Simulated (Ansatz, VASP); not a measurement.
One calculation of CaO, two programs

Contents of INCAR:

```
PREC = Accurate ; ENCUT = 520
EDIFF = 1E-6 ; ISMEAR = 0
SIGMA = 0.05 ; LREAL = False
LASPH = True ; NELM = 80
ALGO = Normal ; ISIF = 2
LWAVE = False ; LCHARG = False
GGA = PS ; NBANDS = 24
```

The input KPOINTS:

```
Automatic mesh
0
Gamma
  9 9 6
```

File POSCAR:

```
CaO
1.0
    3.9919758245      0.0000000000      0.0000000000
   -1.9959879122      3.4571524753      0.0000000000
    0.0000000000      0.0000000000      4.7848400100
Ca O
2 2
Direct
    0.4779610301      0.7389805151      0.7500000000
    0.8112943635      0.4056471817      0.2500000000
    0.3333333333      0.6666666667      0.2500000000
    0.6666666667      0.3333333333      0.7500000000
```

Input for Ansatz:

```yaml
crystal:
  lattice:
    - [3.9919758245, 0.0, 0.0]
    - [-1.9959879122, 3.4571524753, 0.0]
    - [0.0, 0.0, 4.78484001]
  atoms:
    - { symbol: Ca, position: [0.4779610301, 0.7389805151, 0.75] }
    - { symbol: Ca, position: [0.8112943635, 0.4056471817, 0.25] }
    - { symbol: O, position: [0.3333333333, 0.6666666667, 0.25] }
    - { symbol: O, position: [0.6666666667, 0.3333333333, 0.75] }
basis:
  ecutwfc: 420
kpoints:
  mp_grid: { grid: [9, 9, 6] }
hamiltonian:
  xc: pbesol
scf:
  occupations: { method: gaussian, width: 0.05 }
output:
  forces: true
  stress: true
  eigenvalues: true
```

Change from the starting cell: all Ca atoms moved -0.500 Å, as atom 1 towards its neighbour atom 4 (O) at 2.305 Å.

Alike in both runs: task single point; functional PBEsol; k mesh 9 × 9 × 6; occupations gaussian, width 0.05 eV; no spin polarisation.

|  | VASP | Ansatz |
| --- | --- | --- |
| version | VASP 6.6.1 | Ansatz 0.2.0 |
| potentials or method | VASP PAW PBE potentials, release 64 (Ca_sv, O), cutoff 520 eV | scalar-relativistic, plane waves, PAW |
| valence electrons in the cell | 32 | 32 |

```csv
,VASP,Ansatz,Ansatz less VASP
gap on the k mesh at the Fermi level (eV),3.02,3.03,+0.013
least direct gap on the mesh (eV),3.30,3.31,+0.009
pressure (GPa),9.9,9.2,-0.78
"traceless stress, the component that is largest in VASP (GPa)",-12.52,-12.10,+0.418
rms of the force components (eV/Å),3.018,2.916,-0.1025
```

VASP's potentials were made for PBE, not for PBEsol. Atom by atom the forces differ by 0.103 eV/Å (rms over components). With one functional, cell and mesh, what is left measures potentials, basis and numerics.
